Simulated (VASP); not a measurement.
Set up this calculation in VASP 6.6.1, as the native input.

```yaml
Task: single point
Functional: PBEsol
Potentials_or_basis: VASP PAW PBE potentials, release 64 (W_sv, S)
Cutoff: 520 eV
k_mesh: 12 × 12 × 4
Occupations: gaussian, width 0.02 eV
Spin: no spin polarisation
Dipole_correction: no
Further_INCAR_settings: ALGO = Normal; EDIFF = 1e-06; NBANDS = 35
```

The structure of WS2 (Tungstenite) lies in POSCAR:

```
WS2
1.0
    3.1461515955      0.0000000000      0.0000000000
   -1.5730757978      2.7246472059      0.0000000000
    0.0000000000      0.0000000000     12.6895324321
W S
2 4
Direct
    0.3333333333      0.6666666667      0.2500000000
    0.6666666667      0.3333333333      0.7500000000
    0.3333333333      0.6666666667      0.6264720610
    0.6666666667      0.3333333333      0.1264720610
    0.3333333333      0.6666666667      0.8735279390
    0.6666666667      0.3333333333      0.3735279390
```

These files were run (other wordings do the same):

INCAR

```
ALGO = Normal ; EDIFF = 1E-6
ENCUT = 520 ; GGA = PS
ISIF = 2 ; ISMEAR = 0
LASPH = True ; LCHARG = False
LREAL = False ; LWAVE = False
NBANDS = 35 ; NELM = 100
PREC = Accurate ; SIGMA = 0.02
```

KPOINTS

```
k-points
0
Gamma
  12 12 4
```

Potentials or basis: VASP PAW PBE potentials, release 64 (W_sv, S).

The run is started by

```sh
$ cat potpaw_PBE.64/W_sv/POTCAR potpaw_PBE.64/S/POTCAR > POTCAR
$ mpirun -np 1 vasp_std > vasp.out
```

It gave:

| Quantity | Value |
| --- | --- |
| Pressure | 0.1 GPa |
| Largest force | 0.022 eV/Å |
| Band gap on the k mesh | 1.11 eV, indirect (least direct gap 1.87 eV) |

Caveat: the PAW data sets were made with another functional, which shifts forces and pressure a little; spin-orbit coupling is left out, which moves the levels of the heavy elements; this functional lacks dispersion, which binds the layers, so the pressure and a relaxed spacing across them are unreliable.

It took 100 s on 1 thread of Intel(R) Xeon(R) Platinum 8488C (Sapphire Rapids) (shared host), peak memory 0.33 GiB.
